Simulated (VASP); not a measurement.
# Os (P6_3/mmc) in VASP: further runs

Os is run at these levels: PBE, PBEsol; tasks: single point, relaxation of cell and atoms.

Everything below comes from runs of VASP 6.6.1. Logs are shortened: lines on timing, memory, paths and dates and some standing lists are left out, and cuts for length are marked.

### Step 1. The cell of the first run

The structure is hexagonal, space group P6_3/mmc (No. 194). The conventional cell has a = 2.734 Å, b = 2.734 Å, c = 4.147 Å, α = 90.00°, β = 90.00°, γ = 120.00°. Os (site symmetry -6m2) has 12 Os at 2.61 to 2.73 Å within 3.4 Å.

### Step 2. Single point, PBE

File INCAR:

```
SYSTEM = Os
PREC = Accurate
ENCUT = 520
EDIFF = 1E-7
ISMEAR = -1
SIGMA = 0.05
LREAL = .FALSE.
LASPH = .TRUE.
NELM = 100
ALGO = Normal
ISIF = 2
LWAVE = .FALSE.
LCHARG = .FALSE.
GGA = PE
NBANDS = 15
```

File KPOINTS:

```
regular mesh
0
G
  9 9 6
  0 0 0
```

File POSCAR:

```
Os
1.0
    2.7341000000      0.0000000000      0.0000000000
   -1.3670500000      2.3678000565      0.0000000000
    0.0000000000      0.0000000000      4.1469120000
Os
2
Direct
    0.6666666667      0.3333333333      0.7500000000
    0.3333333333      0.6666666667      0.2500000000
```

Potentials or basis: VASP PAW PBE potentials, release 64 (Os).

Launch:

```
$ cat potpaw_PBE.64/Os/POTCAR > POTCAR
$ mpirun -np 1 vasp_std > vasp.out
```

OUTCAR:

```text
SYSTEM = Os
   PREC = Accurate
   ENCUT = 520
   EDIFF = 1E-7
   ISMEAR = -1
   LREAL = .FALSE.
   LASPH = .TRUE.
   NELM = 100
   ISIF = 2
   GGA = PE

 ion  position               nearest neighbor table
   1  0.667  0.333  0.750-   2 2.61   2 2.61   2 2.61   2 2.61   2 2.61   2 2.61
   2  0.333  0.667  0.250-   1 2.61   1 2.61   1 2.61   1 2.61   1 2.61   1 2.61

  LATTYP: Found a hexagonal cell.
 ALAT       =     2.7341000000
 C/A-ratio  =     1.5167375005

  Lattice vectors:

 A1 = (   2.7341000000,   0.0000000000,   0.0000000000)
 A2 = (  -1.3670500000,   2.3678000565,   0.0000000000)
 A3 = (   0.0000000000,   0.0000000000,   4.1469120000)

Analysis of symmetry for initial positions (statically):
=====================================================================
 Subroutine PRICEL returns:
 Original cell was already a primitive cell.

 Routine SETGRP: Setting up the symmetry group for a
 hexagonal supercell.

 Subroutine GETGRP returns: Found 24 space group operations
 (whereof 12 operations were pure point group operations)
 out of a pool of 24 trial point group operations.

The static configuration has the point symmetry D_3d.
 The point group associated with its full space group is D_6h.

Analysis of symmetry for dynamics (positions and initial velocities):
=====================================================================
 Subroutine PRICEL returns:
 Original cell was already a primitive cell.

 Routine SETGRP: Setting up the symmetry group for a
 hexagonal supercell.

 Subroutine GETGRP returns: Found 24 space group operations
 (whereof 12 operations were pure point group operations)
 out of a pool of 24 trial point group operations.

The dynamic configuration has the point symmetry D_3d.
 The point group associated with its full space group is D_6h.

 Subroutine INISYM returns: Found 24 space group operations
 (whereof 12 operations are pure point group operations),
 and found     1 'primitive' translations

----------------------------------------------------------------------------------------

                                     Primitive cell

  volume of cell :      26.8463

  direct lattice vectors                    reciprocal lattice vectors
     2.734100000  0.000000000  0.000000000     0.365751070  0.211166479  0.000000000
    -1.367050000  2.367800057  0.000000000     0.000000000  0.422332957  0.000000000
[... 82 lines left out ...]
   LASPH  =      T    aspherical Exc in radial PAW
   ENCUT  =  520.0 eV  38.22 Ry    6.18 a.u.   5.08  5.08  7.71*2*pi/ulx,y,z
   NELM   =    100;   NELMIN=  2; NELMDL= -5     # of ELM steps
   EDIFF  = 0.1E-06   stopping-criterion for ELM
   LREAL  =      F    real-space projection
   EDIFFG = 0.1E-05   stopping-criterion for IOM
   NSW    =      0    number of steps for IOM
   IBRION =     -1    ionic relax: 0-MD 1-quasi-New 2-CG
   NFREE  =      0    steps in history (QN), initial steepest desc. (CG)
   ISIF   =      2    stress and relaxation
   ISYM   =      2    0-nonsym 1-usesym 2-fastsym
   POTIM  = 0.5000    time-step for ionic-motion
   TEBEG  =    0.0;   TEEND  =   0.0 temperature during run
   PSTRESS=    0.0 pullay stress
   NELECT =      16.0000    total number of electrons
   NUPDOWN=      -1.0000    fix difference up-down
   EMIN   =  10.00;   EMAX   =-10.00  energy-range for DOS
   EFERMI =   0.00;   METHOD = LEGACY
   ISMEAR =    -1;   SIGMA  =   0.05  broadening in eV -4-tet -1-fermi 0-gaus
   EFERMI_NEDOS =   21; number of points for ismear=-14 and -15
   IALGO  =     38    algorithm
   IMIX   =      4    mixing-type and parameters
     AMIX     =   0.40;   BMIX     =  1.00
     AMIX_MAG =   1.60;   BMIX_MAG =  1.00
  volume/ion in A,a.u.               =      13.42        90.58
  Fermi-wavevector in a.u.,A,eV,Ry     =   1.377696  2.603468 25.824489  1.898046
  Thomas-Fermi vector in A             =   2.502826
   LORBIT       =      0    0 simple, 1 ext, 2 COOP (PROOUT), +10 PAW based schemes
   GGA     = PE    functional components
[... 5 lines left out ...]
 non-spin polarized calculation
  energy-cutoff  :      520.00
  volume of cell :       26.85
 maximum number of plane-waves:       739
   NGX = 11   NGY = 11   NGZ = 15

 number of electron      15.9999999 magnetization

 Free energy of the ion-electron system (eV)
  ---------------------------------------------------
  ext. energy  EPLUGINS =         0.00000000
  ---------------------------------------------------
  free energy    TOTEN  =       -22.28641065 eV

  energy without entropy =      -22.27887661  energy(sigma->0) =      -22.28264363

 E-fermi :  10.1673     XC(G=0): -14.2918

 val. band max:       10.0863411716   @ k =   0.1111  -0.0000   0.3333
 cond. band min:      10.1893822376   @ k =   0.2222   0.2222   0.1667
 fundamental gap:      0.1030410660
 Fermi energy:        10.1673028179

 k-point     1 :       0.0000    0.0000    0.0000
  band No.  band energies     occupation
      1      -1.2108      2.00000
      2       1.9346      2.00000
      3       6.7818      2.00000
      4       6.7818      2.00000
      5       7.6418      2.00000
      6       7.8106      2.00000
      7       7.8106      2.00000
      8       8.0702      2.00000
      9       8.0702      2.00000
     10      10.6591      0.00011
     11      11.9032      0.00000
     12      11.9032      0.00000
     13      20.2020      0.00000
     14      23.9247      0.00000
[... 401 lines left out ...]
      2       4.1812      2.00000
      3       4.1812      2.00000
      4       5.1629      2.00000
      5       6.5426      2.00000
      6       6.5426      2.00000
      7       8.7974      2.00000
      8      11.6628      0.00000
      9      11.9134      0.00000
     10      11.9134      0.00000
     11      15.8577      0.00000
     12      15.8577      0.00000
     13      18.3371      0.00000
     14      23.8546      0.00000
     15      24.0021      0.00000

 [... further k-points ...]
[... 5 lines left out ...]
  --------------------------------------------------------------------------------------
  -------------------------------------------------------------------------------------
  Total        3.3996293      3.3996293      8.6036164      0.0000000     -0.0000000      0.0000000
  in kB      202.8887226    202.8887226    513.4609028      0.0000000     -0.0000000      0.0000000
  external PRESSURE =     306.4127827 kB  Pullay stress =       0.0000000 kB

 VOLUME and BASIS-vectors are now :
 -----------------------------------------------------------------------------
  energy-cutoff  :      520.00
  volume of cell :       26.85
      direct lattice vectors                 reciprocal lattice vectors
     2.734100000  0.000000000  0.000000000     0.365751070  0.211166479  0.000000000
    -1.367050000  2.367800057  0.000000000     0.000000000  0.422332957  0.000000000
     0.000000000  0.000000000  4.146912000     0.000000000  0.000000000  0.241143289

 POSITION                                       TOTAL-FORCE (eV/Angst)
 -----------------------------------------------------------------------------------
      1.36705      0.78927      3.11018        -0.000000     -0.000000      0.000000
     -0.00000      1.57853      1.03673         0.000000      0.000000      0.000000
 -----------------------------------------------------------------------------------
    total drift:                                0.000000     -0.000000     -0.000000

  FREE ENERGIE OF THE ION-ELECTRON SYSTEM (eV)
  ---------------------------------------------------
  free  energy   TOTEN  =       -22.2864106549 eV

  energy  without entropy=      -22.2788766149  energy(sigma->0) =      -22.28264363
```

stdout:

```text
POSCAR found type information on POSCAR Os
 POSCAR found :  1 types and       2 ions
 scaLAPACK will be used
 LDA part: xc-table for (Slater+PW92), standard interpolation
 POSCAR, INCAR and KPOINTS ok, starting setup
 FFT: planning ... GRIDC
 FFT: planning ... GRID_SOFT
 FFT: planning ... GRID
 WAVECAR not read
 entering main loop
```

Wall time 11 s (1 thread of Intel Xeon Platinum 8488C (Sapphire Rapids), shared host); peak memory 0.14 GiB.

Results:

| Property | Result |
| --- | --- |
| Free energy | -22.2864 eV |
| Pressure | 30.6 GPa |
| Band gap on the k mesh | zero (band 8 reaches 12.19 eV, above the bottom of band 9 at 8.07 eV) |

Levels at points of the mesh, in eV from the Fermi level:
| k point | band 5 | band 6 | band 7 | band 8 | band 9 | band 10 | band 11 | band 12 |
| --- | --- | --- | --- | --- | --- | --- | --- | --- |
| (0.00, 0.00, 0.00) | -2.53 | -2.36 | -2.36 | -2.10 | -2.10 | 0.49 | 1.74 | 1.74 |
| (0.00, 0.00, 0.50) | -3.72 | -3.72 | -3.58 | -3.58 | 0.98 | 0.98 | 0.98 | 0.98 |

Caveat: spin-orbit coupling is left out, which moves the levels of the heavy elements.

### Step 3. Relaxation of cell and atoms, PBEsol

This run uses another cell than the first one, of 13.98 Å³/atom, 1.042 times its volume.

File INCAR:

```
  PREC = Accurate
  ENCUT = 600
  EDIFF = 1E-7
  ISMEAR = -1
  SIGMA = 0.05
  LREAL = False
  LASPH = True
  NELM = 100
  ALGO = Normal
  ISIF = 3
  LWAVE = False
  LCHARG = False
  GGA = PS
  IBRION = 2
  NSW = 60
  EDIFFG = -0.01
```

File KPOINTS:

```
regular mesh
0
Gamma
  11 11 6
```

Changes to POSCAR since step 2:

```diff
@@ -4,3 +4,3 @@
    -1.3670500000      2.3678000565      0.0000000000
-    0.0000000000      0.0000000000      4.1469120000
+    0.0000000000      0.0000000000      4.3197000000
 Os
```

Potentials or basis: VASP PAW PBE potentials, release 64 (Os).

Launch:

```
$ cat potpaw_PBE.64/Os/POTCAR > POTCAR
$ mpirun -np 1 vasp_std > vasp.out
```

OUTCAR:

```text
PREC = Accurate
   ENCUT = 600
   EDIFF = 1E-7
   ISMEAR = -1
   LREAL = False
   LASPH = True
   NELM = 100
   ISIF = 3
   GGA = PS
   IBRION = 2
   NSW = 60
   EDIFFG = -0.01

 ion  position               nearest neighbor table
   1  0.667  0.333  0.750-   2 2.68   2 2.68   2 2.68   2 2.68   2 2.68   2 2.68
   2  0.333  0.667  0.250-   1 2.68   1 2.68   1 2.68   1 2.68   1 2.68   1 2.68

  LATTYP: Found a hexagonal cell.
 ALAT       =     2.7341000000
 C/A-ratio  =     1.5799348963

  Lattice vectors:

 A1 = (   2.7341000000,   0.0000000000,   0.0000000000)
 A2 = (  -1.3670500000,   2.3678000565,   0.0000000000)
 A3 = (   0.0000000000,   0.0000000000,   4.3197000000)

Analysis of symmetry for initial positions (statically):
=====================================================================
 Subroutine PRICEL returns:
 Original cell was already a primitive cell.

 Routine SETGRP: Setting up the symmetry group for a
 hexagonal supercell.

 Subroutine GETGRP returns: Found 24 space group operations
 (whereof 12 operations were pure point group operations)
 out of a pool of 24 trial point group operations.

The static configuration has the point symmetry D_3d.
 The point group associated with its full space group is D_6h.

Analysis of symmetry for dynamics (positions and initial velocities):
=====================================================================
 Subroutine PRICEL returns:
 Original cell was already a primitive cell.

 Routine SETGRP: Setting up the symmetry group for a
 hexagonal supercell.

 Subroutine GETGRP returns: Found 24 space group operations
 (whereof 12 operations were pure point group operations)
 out of a pool of 24 trial point group operations.

The dynamic configuration has the point symmetry D_3d.
 The point group associated with its full space group is D_6h.

 Subroutine INISYM returns: Found 24 space group operations
[... 129 lines left out ...]
 non-spin polarized calculation
  energy-cutoff  :      600.00
  volume of cell :       27.96
 maximum number of plane-waves:       965
 NGX is ok and might be reduce to    24
   NGX = 11   NGY = 11   NGZ = 17

--------------------------------------- Ionic step        1  -------------------------------------------

 number of electron      16.0000001 magnetization

 Free energy of the ion-electron system (eV)
  ---------------------------------------------------
  ext. energy  EPLUGINS =         0.00000000
  ---------------------------------------------------
  free energy    TOTEN  =       -24.47575170 eV

  energy without entropy =      -24.46260772  energy(sigma->0) =      -24.46917971

------------------------ aborting loop because EDIFF is reached ----------------------------------------

  FORCE on cell =-STRESS in cart. coord.  units (eV):
  Direction    XX          YY          ZZ          XY          YZ          ZX
  --------------------------------------------------------------------------------------
  -------------------------------------------------------------------------------------
  Total       -0.3631337     -0.3631337     -0.3760978      0.0000000      0.0000000     -0.0000000
  in kB      -20.8048267    -20.8048267    -21.5475709      0.0000000      0.0000000     -0.0000000
  external PRESSURE =     -21.0524081 kB  Pullay stress =       0.0000000 kB
[... 59 lines left out ...]
--------------------------------------- Ionic step        3  -------------------------------------------

 number of electron      16.0000001 magnetization

 Free energy of the ion-electron system (eV)
  ---------------------------------------------------
  ext. energy  EPLUGINS =         0.00000000
  ---------------------------------------------------
  free energy    TOTEN  =       -24.47664644 eV

  energy without entropy =      -24.46361033  energy(sigma->0) =      -24.47012839

 E-fermi :   9.3402     XC(G=0): -14.1828

 val. band max:        9.3191970298   @ k =   0.0909   0.0000   0.3333
 cond. band min:       9.3804161343   @ k =   0.0000   0.0000   0.0000
 fundamental gap:      0.0612191045
 Fermi energy:         9.3402122489

 k-point     1 :       0.0000    0.0000    0.0000
  band No.  band energies     occupation
      1      -1.6568      2.00000
      2       1.5123      2.00000
      3       6.2984      2.00000
      4       6.2984      2.00000
      5       6.5520      2.00000
      6       7.1521      2.00000
      7       7.1521      2.00000
      8       7.8095      2.00000
      9       7.8095      2.00000
     10       9.3804      0.61831
     11      11.0946      0.00000
     12      11.0946      0.00000
[... 331 lines left out ...]
 k-point    24 :       0.1818    0.0909    0.1667
  band No.  band energies     occupation
      1       0.6637      2.00000
      2       3.1346      2.00000
      3       4.5563      2.00000
      4       4.7813      2.00000
      5       6.0491      2.00000
      6       6.6732      2.00000
      7       7.2561      2.00000
      8       8.2171      2.00000
      9       8.8338      1.99992
     10       9.2185      1.83885
     11      11.5415      0.00000
     12      14.9636      0.00000

 [... further k-points ...]
[... 5 lines left out ...]
  --------------------------------------------------------------------------------------
  -------------------------------------------------------------------------------------
  Total       -0.0081427     -0.0081427      0.0092447      0.0000000     -0.0000000      0.0000000
  in kB       -0.4687514     -0.4687514      0.5321903      0.0000000     -0.0000000      0.0000000
  external PRESSURE =      -0.1351042 kB  Pullay stress =       0.0000000 kB
[... 17 lines left out ...]
  FREE ENERGIE OF THE ION-ELECTRON SYSTEM (eV)
  ---------------------------------------------------
  free  energy   TOTEN  =       -24.4766464384 eV

  energy  without entropy=      -24.4636103323  energy(sigma->0) =      -24.47012839

 reached required accuracy - stopping structural energy minimisation
```

Run time: 88 s. Hardware: 1 thread of AMD EPYC 7R13, shared host; peak memory 0.15 GiB.

Results:

| Quantity | Value |
| --- | --- |
| Free energy | -24.4766 eV |
| Relaxed volume | 13.92 Å³/atom |
| Relaxed cell | a = 2.730 Å, b = 2.730 Å, c = 4.313 Å, α = 90.00°, β = 90.00°, γ = 120.00° |
| Space group after relaxing (to 0.05 Å) | P6_3/mmc (No. 194) |
| Energy gained by relaxing | 0.4 meV/atom |
| Ionic steps | 3 |
| Pressure after relaxing | 0.0 GPa |
| Band gap on the k mesh | zero (band 8 reaches 11.51 eV, above the bottom of band 9 at 7.58 eV) |

Stress tensor (GPa, compression positive):
```
-0.05  0.00  0.00
 0.00 -0.05  0.00
 0.00  0.00  0.05
```

The path:
```tsv
step	energy change (eV)	largest force (eV/Å)	pressure (GPa)	volume (Å³)
1	0.0000	0.0000	-2.11	27.96
2	0.0179	0.0000	10.24	27.23
3	-0.0009	0.0000	-0.01	27.83
```

Final structure:
```xyz
2
Lattice="2.7298 0.0000 0.0000 -1.3649 2.3641 0.0000 0.0000 0.0000 4.3127" Properties=species:S:1:pos:R:3 pbc="T T T"
Os    1.3649    0.7880    3.2345
Os    0.0000    1.5760    1.0782
```

Levels at points of the mesh, in eV from the Fermi level:
```tsv
k point	band 6	band 7	band 8	band 9	band 10	band 11
(0.00, 0.00, 0.00)	-2.19	-2.19	-1.53	-1.53	0.04	1.75
(0.00, 0.00, 0.50)	-3.24	-3.24	-3.24	0.96	0.96	0.96
```

Caveat: the PAW data sets were made with another functional, which shifts forces and pressure a little; spin-orbit coupling is left out, which moves the levels of the heavy elements.
